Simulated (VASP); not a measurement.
Input of a VASP 6.6.1 run:

INCAR

```
SYSTEM = H6C2O
ALGO = Normal
EDIFF = 1E-7
ENCUT = 520
GGA = PS
ISIF = 2
ISMEAR = -1
LASPH = .TRUE.
LCHARG = .FALSE.
LREAL = Auto
LWAVE = .FALSE.
NBANDS = 64
NELM = 80
PREC = Accurate
SIGMA = 0.05
```

Contents of KPOINTS:

```
k-points
0
G
  1 1 1
  0 0 0
```

Contents of POSCAR:

```
H6C2O
1.0
    7.2936330000      0.0000000000      0.0000000000
    0.0000000000      7.2936330000      0.0000000000
    0.0000000000      0.0000000000      7.2936330000
C O H
8 4 24
Direct
    0.5922699977      0.5864567082      0.8729805846
    0.5229218416      0.7438542630      1.0011608755
    0.0939312411      0.2654095702      0.7472819101
    0.1052698977      0.1095476013      0.8899131612
    0.2053434825      0.6902047306      0.4871372058
    0.0533204783      0.6533095372      0.3499079265
    0.6307693299      0.0820030292      0.3238303874
    0.5039600978      0.2487649159      0.3718722892
    0.5089918837      0.6659232786      1.1861715554
    0.2901983141      0.0729951726      0.9344725735
    0.0136831672      0.4646792620      0.3656751032
    0.3266273474      0.2104986637      0.2959567612
    0.5493558560      0.7572769291      1.2724659988
    0.6201984663      0.8634928574      0.9899319036
    0.3803180116      0.7883862541      0.9758374187
    0.6414772994      0.6474139842      0.7528209878
    0.7167072980      0.5216878886      0.9272059617
    0.4854370929      0.4847515635      0.8339465394
    0.3080906319      0.1216677615      1.0579090009
    0.0327408851      0.1517350818      1.0228236052
    0.0513598641     -0.0171519461      0.8247878663
   -0.0556649889      0.2971221612      0.7177904345
    0.1634439243      0.3876120446      0.8063197038
    0.1827210116      0.2247028333      0.6266698640
   -0.0348934475      0.4251927674      0.2458308500
   -0.0672915679      0.7280048228      0.3972094565
    0.0970709659      0.7007618837      0.2103752684
    0.2480108336      0.8386355606      0.4803093328
    0.1779085951      0.6526925608      0.6282054499
    0.3248312604      0.6088049673      0.4227111509
    0.2451727418      0.3199914227      0.3148362414
    0.4951853212      0.2488608900      0.5254583004
    0.5664666703      0.3820044140      0.3190865238
    0.7653250445      0.1280980274      0.3828544705
    0.6091888638     -0.0438464617      0.4000064166
    0.6295627981      0.0693070244      0.1749608186
```

Potentials or basis: VASP PAW PBE potentials, release 64 (C, O, H).

Command:

```sh
$ cat potpaw_PBE.64/C/POTCAR potpaw_PBE.64/O/POTCAR potpaw_PBE.64/H/POTCAR > POTCAR
$ mpirun -np 1 vasp_gam > vasp.out
```

Predict the band gap on the k mesh.

4.33 eV.

Estimate the pressure.

-1.1 GPa.

Estimate the largest force.

2.737 eV/Å.

Forces on the atoms (eV/Å):
```
C   -1.052  0.425  1.445
C    0.126 -1.647  0.167
C    0.070 -0.393  0.467
C   -0.074  0.865 -0.052
C    1.720  0.412 -2.028
C    0.455  0.972  1.187
C    0.476  2.575  0.793
C    0.504 -1.338  0.286
O    0.536 -0.137 -0.727
O    0.121 -0.085 -0.245
O   -0.004 -1.158 -1.442
O   -0.280  0.943 -0.086
H    0.107  0.526  0.373
H   -0.520 -0.563  0.311
H    0.444  0.210 -0.719
H    0.407  0.887 -1.986
H   -0.116 -0.286  0.479
H    0.341  0.171  0.386
H    0.390  0.259  0.653
H   -0.008 -0.576 -1.009
H   -0.415  0.082  0.419
H    1.090 -0.124 -0.279
H   -0.331 -0.043 -0.049
H   -0.988  0.226  0.349
H   -0.123 -0.025  0.521
H   -0.626  0.480 -0.294
H   -0.211 -0.345  0.386
H   -0.254 -0.636  0.114
H   -0.257 -0.289  0.331
H   -0.680  0.674  1.118
H    0.245 -0.588  0.099
H   -0.084  0.423 -0.366
H   -0.515 -0.821  0.208
H   -0.097 -0.269 -0.787
H   -0.795 -0.449  0.175
H    0.398 -0.357 -0.201
```

Caveat: the k points lie up to 0.86 Å⁻¹ apart; the PAW data sets were made with another functional, which shifts forces and pressure a little.
